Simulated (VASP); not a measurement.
# C (Fd-3m) in VASP: single point with HSE06

Aim: the single point of C with HSE06.

Everything below comes from runs of VASP 6.6.1. Logs are shortened: lines on timing, memory, paths and dates and some standing lists are left out, and cuts for length are marked.

### Step 1. The cell of the first run

The structure is cubic, space group Fd-3m (No. 227). Conventional cell: a = 3.560 Å, b = 3.560 Å, c = 3.560 Å, α = 90.00°, β = 90.00°, γ = 90.00°. Within 2.1 Å of C (site symmetry -43m) lie 4 C at 1.54 Å.

### Step 2. Single point, HSE06

The input, POSCAR:

```
C
1.0
    0.0000000000      1.7801241411      1.7801241411
    1.7801241411      0.0000000000      1.7801241411
    1.7801241411      1.7801241411      0.0000000000
C
2
Direct
    0.0000000000      0.0000000000      0.0000000000
    0.2500000000      0.2500000000      0.2500000000
```

The input, INCAR.step1:

```
SYSTEM = C
PREC = Accurate
ENCUT = 1000
EDIFF = 1E-5
ISMEAR = 0
SIGMA = 0.01
LREAL = .FALSE.
LASPH = .TRUE.
NELM = 120
ALGO = Normal
ISIF = 2
LWAVE = .TRUE.
LCHARG = .FALSE.
GGA = PE
NBANDS = 11
GGA_COMPAT = .FALSE.
```

The input, INCAR.step2:

```
SYSTEM = C
PREC = Accurate
ENCUT = 1000
EDIFF = 1E-6
ISMEAR = 0
SIGMA = 0.01
LREAL = .FALSE.
LASPH = .TRUE.
NELM = 120
ALGO = Normal
ISIF = 2
LWAVE = .FALSE.
LCHARG = .FALSE.
GGA = PE
LHFCALC = .TRUE.
HFSCREEN = 0.2079
PRECFOCK = Normal
ISTART = 1
NBANDS = 11
GGA_COMPAT = .FALSE.
```

The input, KPOINTS:

```
regular mesh
0
G
  6 6 6
  0 0 0
```

Potentials or basis: VASP PAW PBE potentials, release 64 (C_h).

Launch:

```console
cat potpaw_PBE.64/C_h/POTCAR > POTCAR
cp INCAR.step1 INCAR
mpirun -np 1 vasp_std > vasp.out
cp INCAR.step2 INCAR
mpirun -np 1 vasp_std > vasp.out
```

OUTCAR:

```text
SYSTEM = C
   PREC = Accurate
   ENCUT = 1000
   EDIFF = 1E-6
   ISMEAR = 0
   LREAL = .FALSE.
   LASPH = .TRUE.
   NELM = 120
   ISIF = 2
   GGA = PE
   LHFCALC = .TRUE.
   HFSCREEN = 0.2079
   PRECFOCK = Normal
   ISTART = 1

 ion  position               nearest neighbor table
   1  0.000  0.000  0.000-
   2  0.250  0.250  0.250-

  LATTYP: Found a face centered cubic cell.
 ALAT       =     3.5602482822

  Lattice vectors:

 A1 = (   0.0000000000,   1.7801241411,   1.7801241411)
 A2 = (   1.7801241411,   0.0000000000,   1.7801241411)
 A3 = (   1.7801241411,   1.7801241411,   0.0000000000)

Analysis of symmetry for initial positions (statically):
=====================================================================
 Subroutine PRICEL returns:
 Original cell was already a primitive cell.

 Routine SETGRP: Setting up the symmetry group for a
 face centered cubic supercell.

 Subroutine GETGRP returns: Found 48 space group operations
 (whereof 24 operations were pure point group operations)
 out of a pool of 48 trial point group operations.

The static configuration has the point symmetry T_d .
 The point group associated with its full space group is O_h .

Analysis of symmetry for dynamics (positions and initial velocities):
=====================================================================
 Subroutine PRICEL returns:
 Original cell was already a primitive cell.

 Routine SETGRP: Setting up the symmetry group for a
 face centered cubic supercell.

 Subroutine GETGRP returns: Found 48 space group operations
 (whereof 24 operations were pure point group operations)
 out of a pool of 48 trial point group operations.

The dynamic configuration has the point symmetry T_d .
 The point group associated with its full space group is O_h .

 Subroutine INISYM returns: Found 48 space group operations
 (whereof 24 operations are pure point group operations),
 and found     1 'primitive' translations

----------------------------------------------------------------------------------------

                                     Primitive cell

  volume of cell :      11.2819

  direct lattice vectors                    reciprocal lattice vectors
     0.000000000  1.780124141  1.780124141    -0.280879287  0.280879287  0.280879287
     1.780124141  0.000000000  1.780124141     0.280879287 -0.280879287  0.280879287
[... 92 lines left out ...]
   EFERMI_NEDOS =   21; number of points for ismear=-14 and -15
   IALGO  =     38    algorithm
   IMIX   =      1    mixing-type and parameters
     AMIX     =   0.40;   BMIX     =  1.00
     AMIX_MAG =   1.60;   BMIX_MAG =  1.00
  volume/ion in A,a.u.               =       5.64        38.07
  Fermi-wavevector in a.u.,A,eV,Ry     =   1.459860  2.758735 28.996616  2.131191
  Thomas-Fermi vector in A             =   2.576377
   LORBIT       =      0    0 simple, 1 ext, 2 COOP (PROOUT), +10 PAW based schemes
   GGA     = PE    functional components
   LHFCALC =     T    Hartree Fock is set to
   PRECFOCK=normal    Normal, Fast or Accurate (Low or Medium for compatibility)
   ENCUT4O =  -1.0   cutoff for four orbital integrals eV
   NKREDX  =     1    reduce k-point grid by
   NKREDY  =     1    reduce k-point grid by
   NKREDZ  =     1    reduce k-point grid by
   AEXX    =    0.2500 exact exchange contribution
   HFSCREEN=    0.2079 screening length (either q_TF or 0.3 A-1)
   HFSCREENC=   0.2079 screening length for correlation (either q_TF or 0.3 A-1)
   ENCUTFOCK=  -1.0 apply spherical cutoff to Coloumb kernel
   IVDW    =     0    specifies the selected vdW correction
   LEPSILON=     F    determine dielectric tensor
   LRPA    =     F    only Hartree local field effects (RPA)
 non-spin polarized calculation
 Gauss-broadening in eV      SIGMA  =   0.01
  energy-cutoff  :     1000.00
  volume of cell :       11.28
 maximum number of plane-waves:       869
 NGX is ok and might be reduce to    28
  NGX = 20; NGY = 20; NGZ = 20

 number of electron       8.0000000 magnetization

 Free energy of the ion-electron system (eV)
  ---------------------------------------------------
  ext. energy  EPLUGINS =         0.00000000
  ---------------------------------------------------
  free energy    TOTEN  =       -21.06294732 eV

  energy without entropy =      -21.06294732  energy(sigma->0) =      -21.06294732

 E-fermi :  10.5246     XC(G=0): -10.9470

 val. band max:       10.4034274252   @ k =   0.0000   0.0000   0.0000
 cond. band min:      15.7423524606   @ k =   0.3333   0.3333   0.0000
 fundamental gap:      5.3389250354
 Fermi energy:        10.5246436578

 k-point     1 :       0.0000    0.0000    0.0000
  band No.  band energies     occupation
      1     -13.1976      2.00000
      2      10.4034      2.00000
      3      10.4034      2.00000
      4      10.4034      2.00000
      5      17.4053      0.00000
      6      17.4053      0.00000
      7      17.4053      0.00000
      8      25.8007      0.00000
      9      31.3270      0.00000
     10      38.7373      0.00000
     11      38.7373      0.00000
[... 197 lines left out ...]
 k-point    16 :      -0.3333    0.5000    0.1667
  band No.  band energies     occupation
      1      -3.1159      2.00000
      2      -3.1159      2.00000
      3       1.8812      2.00000
      4       1.8812      2.00000
      5      20.0606      0.00000
      6      20.0606      0.00000
      7      27.0948      0.00000
      8      27.0948      0.00000
      9      34.3889      0.00000
     10      34.3889      0.00000
     11      43.1768      0.00000

------------------------ aborting loop because EDIFF is reached ----------------------------------------

  FORCE on cell =-STRESS in cart. coord.  units (eV):
  Direction    XX          YY          ZZ          XY          YZ          ZX
  --------------------------------------------------------------------------------------
  -------------------------------------------------------------------------------------
  Total       -0.3928216     -0.3928216     -0.3928216      0.0000000     -0.0000000     -0.0000000
  in kB      -55.7859771    -55.7859771    -55.7859771      0.0000000     -0.0000000     -0.0000000
  external PRESSURE =     -55.7859771 kB  Pullay stress =       0.0000000 kB

 VOLUME and BASIS-vectors are now :
 -----------------------------------------------------------------------------
  energy-cutoff  :     1000.00
  volume of cell :       11.28
      direct lattice vectors                 reciprocal lattice vectors
     0.000000000  1.780124141  1.780124141    -0.280879287  0.280879287  0.280879287
     1.780124141  0.000000000  1.780124141     0.280879287 -0.280879287  0.280879287
     1.780124141  1.780124141  0.000000000     0.280879287  0.280879287 -0.280879287

 POSITION                                       TOTAL-FORCE (eV/Angst)
 -----------------------------------------------------------------------------------
      0.00000      0.00000      0.00000        -0.000000     -0.000000     -0.000000
      0.89006      0.89006      0.89006         0.000000      0.000000      0.000000
 -----------------------------------------------------------------------------------
    total drift:                                0.000004     -0.000010      0.000011

  FREE ENERGIE OF THE ION-ELECTRON SYSTEM (eV)
  ---------------------------------------------------
  free  energy   TOTEN  =       -21.0629473217 eV

  energy  without entropy=      -21.0629473217  energy(sigma->0) =      -21.06294732
```

OUTCAR.step1:

```text
SYSTEM = C
   PREC = Accurate
   ENCUT = 1000
   EDIFF = 1E-5
   ISMEAR = 0
[... 439 lines left out ...]
      0.00000      0.00000      0.00000        -0.000000     -0.000000      0.000000
      0.89006      0.89006      0.89006         0.000000      0.000000     -0.000000
 -----------------------------------------------------------------------------------
    total drift:                                0.000000      0.000000     -0.000000

  FREE ENERGIE OF THE ION-ELECTRON SYSTEM (eV)
  ---------------------------------------------------
  free  energy   TOTEN  =       -18.2026416121 eV

  energy  without entropy=      -18.2026416121  energy(sigma->0) =      -18.20264161
```

Wall time 6.7 min (1 thread of Intel Xeon Platinum 8259CL at 2.50GHz (Skylake/Cascade Lake), shared host); peak memory 0.25 GiB.

What came out:

* Free energy: -21.0629 eV
* Pressure: -5.6 GPa
* Band gap on the k mesh: 5.34 eV (least direct gap 7.00 eV)

Caveat: the k points lie up to 0.51 Å⁻¹ apart; the PAW data sets were made with another functional, which shifts forces and pressure a little. A k mesh can miss the band edges.
